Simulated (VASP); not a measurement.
Set up this calculation in VASP 6.6.1, as the native input.

| Property | Result |
| --- | --- |
| Task | single point |
| Functional | PBE |
| Potentials or basis | VASP PAW PBE potentials, release 64 (Sr_sv) |
| Cutoff | 500 eV |
| k mesh | 8 × 8 × 8 |
| Occupations | fermi-dirac, width 0.05 eV |
| Spin | no spin polarisation |
| Dipole correction | no |
| Further INCAR settings | ALGO = Normal; EDIFF = 1e-06; NBANDS = 11 |

The structure of Sr lies in POSCAR:

```
Sr
1.0
    0.0000000000      2.9661460000      2.9661460000
    2.9661460000      0.0000000000      2.9661460000
    2.9661460000      2.9661460000      0.0000000000
Sr
1
Direct
    0.0000000000      0.0000000000      0.0000000000
```

The input as run:

INCAR

```
ALGO = Normal
EDIFF = 1E-6
ENCUT = 500
GGA = PE
GGA_COMPAT = False
ISIF = 2
ISMEAR = -1
LASPH = True
LCHARG = True
LELF = True
LREAL = False
LVHAR = True
LWAVE = False
NBANDS = 11
NELM = 120
PREC = Accurate
SIGMA = 0.05
```

KPOINTS

```
k-points
0
Gamma
  8 8 8
```

Potentials or basis: VASP PAW PBE potentials, release 64 (Sr_sv).

The run is started by

```bash
$ cat potpaw_PBE.64/Sr_sv/POTCAR > POTCAR
$ mpirun -np 1 vasp_std > vasp.out
```

It gave:

The pressure is 0.6 GPa.

It took 9.5 s on 1 thread of AMD EPYC 9R45 96-Core Processor (Zen 5), with other jobs on the host, peak memory 0.14 GiB.
